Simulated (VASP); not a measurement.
## Hf: single point with r2SCAN

The system is Hf.

```
Hf
1.0
     0.00000    2.20882    2.20882
     2.20882    0.00000    2.20882
     2.20882    2.20882    0.00000
Hf
1
Cartesian
  0.0000 0.0000 0.0000
```

```
Program                : VASP 6.6.1
Task                   : single point
Functional             : r2SCAN
Potentials or basis    : VASP PAW PBE potentials, release 64 (Hf_pv)
Cutoff                 : 550 eV
k mesh                 : 16 × 16 × 16
Occupations            : gaussian, width 0.1 eV
Spin                   : no spin polarisation
Dipole correction      : no
Further INCAR settings : ALGO = Normal; EDIFF = 1e-06; NBANDS = 11
```

```yaml
Pressure: 4.0 GPa
Band_gap_on_the_k_mesh: zero (band 5 reaches 6.49 eV, above the bottom of band 6 at 4.43 eV)
```

Levels at points of the mesh, in eV from the Fermi level:
| k point | band 2 | band 3 | band 4 | band 5 | band 6 | band 7 | band 8 | band 9 |
| --- | --- | --- | --- | --- | --- | --- | --- | --- |
| (0.00, 0.00, 0.00) | -30.97 | -30.97 | -7.68 | 1.62 | 1.62 | 1.62 | 4.75 | 4.75 |
| (0.50, 0.00, 0.00) | -31.09 | -31.09 | -3.84 | 0.50 | 1.41 | 1.41 | 6.95 | 6.95 |
| (0.50, 0.50, 0.00) | -31.31 | -31.31 | -3.49 | -2.31 | 2.65 | 7.03 | 7.57 | 7.57 |

Wall time 48 s on 1 thread of Intel(R) Xeon(R) 6975P-C (Granite Rapids), with other jobs on the host, peak memory 0.16 GiB.

Caveat: the PAW data sets were made with another functional, which shifts forces and pressure a little; spin-orbit coupling is left out, which moves the levels of the heavy elements.
